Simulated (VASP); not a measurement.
Ru2C5:

```
Ru C
1.0
     2.50705    0.00000    0.00000
    -1.25353    2.17117    0.00000
     0.00000    0.00000   31.24868
Ru C
4 10
Direct
  0.66667 0.33333 0.96503
  0.33333 0.66667 0.89586
  0.33333 0.66667 0.03497
  0.66667 0.33333 0.10414
  0.33333 0.66667 0.50000
  0.66667 0.33333 0.50000
  0.00000 0.00000 0.62927
  0.66667 0.33333 0.62927
  0.00000 0.00000 0.37073
  0.33333 0.66667 0.37073
  0.66667 0.33333 0.75869
  0.33333 0.66667 0.75868
  0.33333 0.66667 0.24131
  0.66667 0.33333 0.24132
```

| Item | Value |
| --- | --- |
| Program | VASP 6.6.1 |
| Task | relaxation of shape and atoms at fixed volume |
| Functional | PBE |
| Potentials or basis | VASP PAW PBE potentials, release 64 (Ru_pv, C) |
| Cutoff | 600 eV |
| k mesh | 12 × 12 × 1 |
| Occupations | gaussian, width 0.1 eV |
| Spin | no spin polarisation |

At the start: pressure 8.3 GPa; volume 12.15 Å³/atom.

Where does the relaxation end?

Over 9 steps the energy falls by 10.0 meV/atom; space group P-3m1 (No. 164, to 0.1 Å) before and after.

The path:
```
step  energy change (eV)  largest force (eV/Å)  pressure (GPa)  volume (Å³)
   1              0.0000                0.4795            8.31       170.09
   2             -0.0872                0.5748            2.73       170.09
   3             -0.0882                0.5642            3.24       170.09
   4             -0.1207                0.3310            2.03       170.09
   5             -0.1403                0.0430           -0.04       170.09
   6             -0.1404                0.0466            0.09       170.09
   7             -0.1404                0.0496            0.15       170.09
   8             -0.1405                0.0191            0.25       170.09
   9             -0.1405                0.0089            0.21       170.09
```

Final structure:
```xyz
14
Lattice="2.5339 0.0000 0.0000 -1.2670 2.1944 0.0000 0.0000 0.0000 30.5896" Properties=species:S:1:pos:R:3 pbc="T T T"
Ru    1.2670    0.7315   29.4849
Ru    0.0000    1.4630   27.3016
Ru    0.0000    1.4630    1.1047
Ru    1.2670    0.7315    3.2880
C     0.0000    1.4630   15.2946
C     1.2670    0.7315   15.2949
C     0.0000    0.0000   19.2491
C     1.2670    0.7315   19.2491
C    -1.2670    2.1944   11.3404
C     0.0000    1.4630   11.3404
C     1.2670    0.7315   23.2074
C     0.0000    1.4630   23.2077
C     0.0000    1.4630    7.3822
C     1.2670    0.7315    7.3818
```
